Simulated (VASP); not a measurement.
# Sn8O15 (a cell with a defect) in VASP: notebook

The runs below take Sn8O15 (a cell with a defect) through single point, with PBEsol.

Program: VASP 6.6.1. These are calculated values, not measurements. Logs are shortened: lines on timing, memory, paths and dates and some standing lists are left out, and cuts for length are marked.

**1. The cell of the first run**

The cell holds a defect, 23 atoms: a = 6.827 Å, b = 6.827 Å, c = 6.482 Å, α = 90.00°, β = 90.00°, γ = 89.07°.

**2. Single point, PBEsol**

INCAR reads:

```
ALGO = Normal ; EDIFF = 1E-7
ENCUT = 520 ; GGA = PS
ISIF = 2 ; ISMEAR = -1
LASPH = True ; LCHARG = False
LREAL = Auto ; LWAVE = False
NBANDS = 118 ; NELECT = 200.0
NELM = 80 ; PREC = Accurate
SIGMA = 0.05
```

KPOINTS reads:

```
k-points
0
Gamma
  2 2 2
```

POSCAR reads:

```
Sn8O15
1.0
   -4.7880040000     -4.8665820000      0.0000000000
    4.7880040000     -4.8665820000      0.0000000000
    0.0000000000      0.0000000000      6.4817960000
Sn O
8 15
Direct
    0.0019894379      0.5012191796      0.2506865381
    0.5009627438      0.5015030525     -0.0001163258
    0.0018418813      0.5012140623      0.7490218760
    0.5020575065      0.4799896469      0.4999788639
    0.4996986219     -0.0105540847      0.2240450023
    0.0002445615     -0.0035269474     -0.0000848530
    0.4998926153     -0.0106167744      0.7757187977
   -0.0228300092      0.0075502913      0.4999475454
    0.1910922055      0.5077485826     -0.0001974761
    0.0008347348      0.8140698532      0.2631316999
    1.0031283221      0.1883650094      0.2544435215
    0.8109391863      0.5079778688     -0.0001007437
    0.1952907967      0.4905979852      0.4998937023
    0.0008781177      0.8140336623      0.7366742181
    1.0027614587      0.1884148124      0.7453657906
    0.8081025106      0.4938381533      0.4997610230
    0.7022925330      0.9863873249     -0.0000107995
    0.5006809936      0.3012966572      0.2359342997
    0.4980362263      0.6917257052      0.2547943502
    0.2985254168     -0.0092813436     -0.0002693698
    0.5007655930      0.3012613737      0.7638531049
    0.4982233940      0.6917635414      0.7449197722
    0.5650777597      0.0470000806      0.4998592983
```

Potentials or basis: VASP PAW PBE potentials, release 64 (Sn_d, O).

On the command line:

```
cat potpaw_PBE.64/Sn_d/POTCAR potpaw_PBE.64/O/POTCAR > POTCAR
mpirun -np 1 vasp_std > vasp.out
```

OUTCAR:

```text
EDIFF = 1E-7
   ENCUT = 520
   GGA = PS
   ISIF = 2
   ISMEAR = -1
   LASPH = True
   LREAL = Auto
   NELECT = 200.0
   NELM = 80
   PREC = Accurate

 ion  position               nearest neighbor table
   1  0.002  0.501  0.251-   9 2.08  12 2.08  13 2.09  16 2.09  11 2.14  10 2.14   3 3.23   3 3.25
                             8 3.74   6 3.75
   2  0.501  0.502  1.000-  18 2.05  21 2.05  19 2.10  22 2.10   9 2.12  12 2.12   4 3.24   4 3.24
                             7 3.63   5 3.63
   3  0.002  0.501  0.749-   9 2.08  12 2.08  13 2.09  16 2.09  15 2.14  14 2.14   1 3.23   1 3.25
                             8 3.74   6 3.75
   4  0.502  0.480  0.500-  16 2.09  13 2.09  21 2.10  18 2.10  22 2.15  19 2.15   2 3.24   2 3.24

   5  0.500  0.989  0.224-  23 1.89  20 2.00  17 2.01  19 2.04  18 2.13   7 2.91   7 3.58   2 3.63
                             6 3.71   6 3.71   8 3.72
   6  0.000  0.996  1.000-  20 2.04  17 2.04  11 2.11  15 2.11  10 2.11  14 2.11   8 3.25   8 3.25
                             5 3.71   7 3.71   7 3.71   5 3.71   1 3.75   3 3.75
   7  0.500  0.989  0.776-  23 1.89  20 2.00  17 2.01  22 2.04  21 2.13   5 2.91   5 3.58   2 3.63
                             6 3.71   6 3.71   8 3.72
   8  0.977  0.008  0.500-  15 2.02  11 2.02  14 2.03  10 2.03  23 2.82   6 3.25   6 3.25   7 3.72
                             5 3.72   3 3.74   1 3.74
   9  0.191  0.508  1.000-   1 2.08   3 2.08   2 2.12
  10  0.001  0.814  0.263-   8 2.03   6 2.11   1 2.14
  11  0.003  0.188  0.254-   8 2.02   6 2.11   1 2.14
  12  0.811  0.508  1.000-   3 2.08   1 2.08   2 2.12
  13  0.195  0.491  0.500-   1 2.09   3 2.09   4 2.09
  14  0.001  0.814  0.737-   8 2.03   6 2.11   3 2.14
  15  0.003  0.188  0.745-   8 2.02   6 2.11   3 2.14
  16  0.808  0.494  0.500-   1 2.09   3 2.09   4 2.09
  17  0.702  0.986  1.000-   5 2.01   7 2.01   6 2.04
  18  0.501  0.301  0.236-   2 2.05   4 2.10   5 2.13
  19  0.498  0.692  0.255-   5 2.04   2 2.10   4 2.15
  20  0.299  0.991  1.000-   7 2.00   5 2.00   6 2.04
  21  0.501  0.301  0.764-   2 2.05   4 2.10   7 2.13
  22  0.498  0.692  0.745-   7 2.04   2 2.10   4 2.15
  23  0.565  0.047  0.500-   5 1.89   7 1.89   8 2.82

  LATTYP: Found a base centered orthorhombic cell.
 ALAT       =     9.5760080000
 B/A-ratio  =     1.0164114316
 C/A-ratio  =     0.6768787161

  Lattice vectors:

 A1 = (  -4.7880040000,   4.8665820000,   0.0000000000)
 A2 = (  -4.7880040000,  -4.8665820000,   0.0000000000)
 A3 = (   0.0000000000,   0.0000000000,   6.4817960000)

Analysis of symmetry for initial positions (statically):
=====================================================================
 Subroutine PRICEL returns:
 Original cell was already a primitive cell.

[... 153 lines left out ...]
   ISYM   =      2    0-nonsym 1-usesym 2-fastsym
   POTIM  = 0.5000    time-step for ionic-motion
   TEBEG  =    0.0;   TEEND  =   0.0 temperature during run
   PSTRESS=    0.0 pullay stress
   NELECT =     200.0000    total number of electrons
   NUPDOWN=      -1.0000    fix difference up-down
   EMIN   =  10.00;   EMAX   =-10.00  energy-range for DOS
   EFERMI =   0.00;   METHOD = LEGACY
   ISMEAR =    -1;   SIGMA  =   0.05  broadening in eV -4-tet -1-fermi 0-gaus
   EFERMI_NEDOS =   21; number of points for ismear=-14 and -15
   IALGO  =     38    algorithm
   IMIX   =      4    mixing-type and parameters
     AMIX     =   0.40;   BMIX     =  1.00
     AMIX_MAG =   1.60;   BMIX_MAG =  1.00
  volume/ion in A,a.u.               =      13.13        88.63
  Fermi-wavevector in a.u.,A,eV,Ry     =   1.426867  2.696388 27.700778  2.035950
  Thomas-Fermi vector in A             =   2.547098
   LORBIT       =      0    0 simple, 1 ext, 2 COOP (PROOUT), +10 PAW based schemes
   GGA     = PS    functional components
   LHFCALC =     F    Hartree Fock is set to
   AEXX    =    0.0000 exact exchange contribution
   IVDW    =     0    specifies the selected vdW correction
   LEPSILON=     F    determine dielectric tensor
   LRPA    =     F    only Hartree local field effects (RPA)
 non-spin polarized calculation
  energy-cutoff  :      520.00
  volume of cell :      302.07
 maximum number of plane-waves:      8156
 NGX is ok and might be reduce to    54
   NGX = 25   NGY = 25   NGZ = 25

 number of electron     200.0000047 magnetization

 Free energy of the ion-electron system (eV)
  ---------------------------------------------------
  ext. energy  EPLUGINS =         0.00000000
  ---------------------------------------------------
  free energy    TOTEN  =      -160.99474352 eV

  energy without entropy =     -160.98118009  energy(sigma->0) =     -160.98796180

 E-fermi :   5.2825     XC(G=0): -10.9432

 val. band max:        5.2081690501   @ k =   0.0000   0.0000   0.0000
 cond. band min:       5.3514433055   @ k =   0.0000   0.0000   0.0000
 fundamental gap:      0.1432742554
 Fermi energy:         5.2824594669

 k-point     1 :       0.0000    0.0000    0.0000
  band No.  band energies     occupation
      1     -16.3680      2.00000
      2     -16.0759      2.00000
      3     -16.0693      2.00000
      4     -15.8910      2.00000
      5     -15.6025      2.00000
      6     -15.5684      2.00000
[... 909 lines left out ...]
    111      12.4573      0.00000
    112      13.0416      0.00000
 [bands above 112 left out]

------------------------ aborting loop because EDIFF is reached ----------------------------------------

  FORCE on cell =-STRESS in cart. coord.  units (eV):
  Direction    XX          YY          ZZ          XY          YZ          ZX
  --------------------------------------------------------------------------------------
  -------------------------------------------------------------------------------------
  Total      -29.4855939    -30.1235826    -17.5836675      3.0599613      0.0084837      0.0089430
  in kB     -156.3927292   -159.7766455    -93.2644517     16.2301532      0.0449980      0.0474340
  external PRESSURE =    -136.4779421 kB  Pullay stress =       0.0000000 kB

 VOLUME and BASIS-vectors are now :
 -----------------------------------------------------------------------------
  energy-cutoff  :      520.00
  volume of cell :      302.07
      direct lattice vectors                 reciprocal lattice vectors
    -4.788004000 -4.866582000  0.000000000    -0.104427649 -0.102741513  0.000000000
     4.788004000 -4.866582000  0.000000000     0.104427649 -0.102741513  0.000000000
     0.000000000  0.000000000  6.481796000     0.000000000  0.000000000  0.154278228

 POSITION                                       TOTAL-FORCE (eV/Angst)
 -----------------------------------------------------------------------------------
      2.39031     -2.44891      1.62490         0.021887      0.014250      0.016678
      0.00259     -4.87858      6.48104         0.043250      0.024924      0.003875
      2.39100     -2.44816      4.85501         0.020444      0.012241     -0.020345
     -0.10566     -4.77921      3.24076         0.051946     -0.042956     -0.015125
      2.34491     -7.24704      1.45221         0.128586     -0.002308      0.076778
      4.76995     -4.85061      6.48125         0.027274      0.069041     -0.000520
[... 15 lines left out ...]
      0.92667     -5.79117      4.82842         0.053327      0.042271     -0.009745
     -2.48056     -2.97873      3.23999        -1.511402     -1.173697      0.002747
 -----------------------------------------------------------------------------------
    total drift:                               -0.019518      0.011160     -0.001662

  FREE ENERGIE OF THE ION-ELECTRON SYSTEM (eV)
  ---------------------------------------------------
  free  energy   TOTEN  =      -160.9947435160 eV

  energy  without entropy=     -160.9811800880  energy(sigma->0) =     -160.98796180
```

OSZICAR:

```text
N       E                     dE             d eps       ncg     rms          rms(c)
DAV:   1     0.369083153400E+04    0.36908E+04   -0.85318E+04  2086   0.264E+03
DAV:   2     0.782611119781E+03   -0.29082E+04   -0.27863E+04  1888   0.844E+02
DAV:   3    -0.766090371144E+02   -0.85922E+03   -0.82316E+03  2082   0.323E+02
[... 11 lines left out ...]
DAV:  15    -0.160994743859E+03   -0.33687E-05   -0.10638E-05  2080   0.128E-02    0.375E-03
DAV:  16    -0.160994743844E+03    0.15389E-07   -0.17688E-06  2488   0.725E-03    0.197E-03
DAV:  17    -0.160994743674E+03    0.17003E-06   -0.84331E-07  2128   0.455E-03    0.156E-03
DAV:  18    -0.160994743533E+03    0.14047E-06   -0.10950E-07  1360   0.196E-03    0.771E-04
DAV:  19    -0.160994743516E+03    0.17310E-07   -0.10531E-07  1196   0.141E-03
   1 F= -.16099474E+03 E0= -.16098796E+03  d E =-.135634E-01
```

stdout:

```text
POSCAR found type information on POSCAR SnO
 POSCAR found :  2 types and      23 ions
 scaLAPACK will be used
 -----------------------------------------------------------------------------
|                                                                             |
|                                                                             |
|     You enforced a specific xc type in the INCAR file but a different       |
|     I HOPE YOU KNOW WHAT YOU ARE DOING!                                     |
|                                                                             |
 -----------------------------------------------------------------------------

 LDA part: xc-table for (Slater+PW92), standard interpolation
 POSCAR, INCAR and KPOINTS ok, starting setup
 FFT: planning ... GRIDC
 FFT: planning ... GRID_SOFT
 FFT: planning ... GRID
 WAVECAR not read
 entering main loop
 the old and the new charge density differ
 old charge density:   202.00000 new  200.00000
    0.278E+01
```

Wall time 7.1 min (1 thread of AMD EPYC 9R14 (Zen 4), shared host); peak memory 0.41 GiB.

What came out:

* Free energy: -160.9947 eV
* Largest force: 1.914 eV/Å

Forces on the atoms (eV/Å):
```
Sn   0.022  0.014  0.017
Sn   0.043  0.025  0.004
Sn   0.020  0.012 -0.020
Sn   0.052 -0.043 -0.015
Sn   0.129 -0.002  0.077
Sn   0.027  0.069 -0.001
Sn   0.130 -0.013 -0.079
Sn   0.555  0.519 -0.010
O    0.015 -0.004  0.001
O   -0.019  0.040 -0.032
O    0.030 -0.025 -0.002
O    0.039  0.074  0.000
O    0.003 -0.012  0.003
O   -0.013  0.039  0.033
O    0.026 -0.025  0.006
O    0.039  0.048  0.006
O    0.077  0.033 -0.004
O    0.077  0.145  0.069
O    0.059  0.037  0.015
O    0.068  0.058  0.005
O    0.078  0.143 -0.065
O    0.053  0.042 -0.010
O   -1.511 -1.174  0.003
```

Caveat: the k points lie up to 0.48 Å⁻¹ apart; the cell carries a net charge on a neutralising background, which shifts energy and pressure; the cell is charged against a uniform background, so pressure and absolute levels hang on convention; the PAW data sets were made with another functional, which shifts forces and pressure a little; spin-orbit coupling is left out, which moves the levels of the heavy elements.

**3. Single point, PBEsol**

INCAR reads:

```
SYSTEM = Sn8O15
ALGO     = Normal         ! electronic algorithm
EDIFF    = 1E-7           ! SCF threshold, eV
ENCUT    = 520            ! plane-wave cutoff, eV
GGA      = PS             ! functional
ISIF     = 2              ! what is computed and relaxed
ISMEAR   = -1             ! smearing method
LASPH    = .True.         ! aspherical terms in the spheres
LCHARG   = .True.         ! write CHGCAR
LELF     = .True.         ! ELF
LREAL    = Auto         
LVHAR    = .True.       
LWAVE    = .False.        ! write WAVECAR
NBANDS   = 118            ! bands
NELECT   = 200.0        
NELM     = 80             ! most SCF steps
PREC     = Accurate       ! precision mode
SIGMA    = 0.05           ! smearing width, eV
```

KPOINTS reads:

```
k-points
0
Gamma
  2 2 2
  0 0 0
```

POSCAR reads:

```
Sn8O15
1.0
   -4.7880040000     -4.8665820000      0.0000000000
    4.7880040000     -4.8665820000      0.0000000000
    0.0000000000      0.0000000000      6.4817960000
Sn O
8 15
Direct
    0.0034647685      0.5012229158      0.2509994144
    0.5011922595      0.5015936794     -0.0000751335
    0.0033118827      0.5012235386      0.7488370507
    0.5029696758      0.4862558217      0.5000037027
    0.5044516853     -0.0063908286      0.2282566437
    0.0035314933     -0.0032847082     -0.0000225246
    0.5045295321     -0.0063981948      0.7716261049
   -0.0456216682      0.0072707270      0.5000246845
    0.1932413456      0.5072515260     -0.0001353020
    0.0018295792      0.8135377566      0.2622751472
    1.0047487816      0.1886339663      0.2547633403
    0.8098233982      0.5063040194     -0.0000279244
    0.1971484898      0.4918545928      0.4999614304
    0.0018760512      0.8134910791      0.7376396912
    1.0044765607      0.1886998822      0.7451837423
    0.8084800789      0.4942165570      0.4998324538
    0.7027547501      0.9885696743      0.0000149650
    0.4986006300      0.2999228511      0.2416268577
    0.4982488209      0.6941626087      0.2555199207
    0.3036956947     -0.0084782300     -0.0001724831
    0.4986914279      0.2998641086      0.7582625248
    0.4984323503      0.6942275083      0.7443302751
    0.6271417769      0.0299419834      0.4999003363
```

Potentials or basis: VASP PAW PBE potentials, release 64 (Sn_d, O).

On the command line:

```
cat potpaw_PBE.64/Sn_d/POTCAR potpaw_PBE.64/O/POTCAR > POTCAR
mpirun -np 1 vasp_std > vasp.out
```

Wall time 7.3 min (1 thread of AMD EPYC 9R14 (Zen 4), shared host); peak memory 0.41 GiB.

Results (log left out):

| Item | Value |
| --- | --- |
| Free energy | -162.1106 eV |
| Largest force | 1.749 eV/Å |

Forces in eV/Å, atoms in the order of the input:
```
Sn   0.023  0.038  0.015
Sn   0.056  0.042  0.004
Sn   0.024  0.034 -0.017
Sn   0.164 -0.098 -0.010
Sn   0.063 -0.117  0.118
Sn  -0.005 -0.003  0.001
Sn   0.058 -0.128 -0.125
Sn   0.510  0.521 -0.012
O   -0.007  0.009  0.001
O   -0.004  0.069 -0.036
O    0.052 -0.007  0.008
O    0.057  0.127 -0.002
O    0.030 -0.018  0.002
O    0.002  0.065  0.039
O    0.047 -0.004 -0.005
O    0.070  0.065  0.006
O    0.061 -0.026 -0.005
O    0.056  0.144  0.150
O    0.101  0.012  0.030
O    0.006 -0.021  0.007
O    0.061  0.139 -0.148
O    0.094  0.019 -0.028
O   -1.522 -0.863  0.005
```

Levels at points of the mesh, in eV from the Fermi level:
```csv
k point,band 97,band 98,band 99,band 100,band 101,band 102,band 103,band 104
"(0.00, 0.00, 0.00)",-0.72,-0.71,-0.67,-0.03,0.03,3.27,3.50,3.86
"(0.50, 0.00, 0.00)",-0.80,-0.69,-0.39,-0.35,1.75,2.13,3.95,3.95
"(0.00, 0.50, 0.00)",-0.84,-0.84,-0.65,-0.26,1.81,2.73,3.63,4.26
"(0.50, 0.50, 0.00)",-0.66,-0.62,-0.55,-0.53,2.32,2.74,3.89,3.92
"(0.00, 0.00, 0.50)",-0.63,-0.59,-0.34,-0.34,2.15,2.53,3.64,4.08
"(0.50, 0.00, 0.50)",-0.44,-0.44,-0.39,-0.34,2.33,2.82,3.11,4.06
"(0.00, 0.50, 0.50)",-0.59,-0.54,-0.41,-0.34,2.50,3.30,3.91,4.06
"(0.50, 0.50, 0.50)",-0.64,-0.64,-0.59,-0.58,2.90,3.29,3.53,4.78
```

Caveat: the k points lie up to 0.48 Å⁻¹ apart; the cell carries a net charge on a neutralising background, which shifts energy and pressure; the cell is charged against a uniform background, so pressure and absolute levels hang on convention; the PAW data sets were made with another functional, which shifts forces and pressure a little; spin-orbit coupling is left out, which moves the levels of the heavy elements.
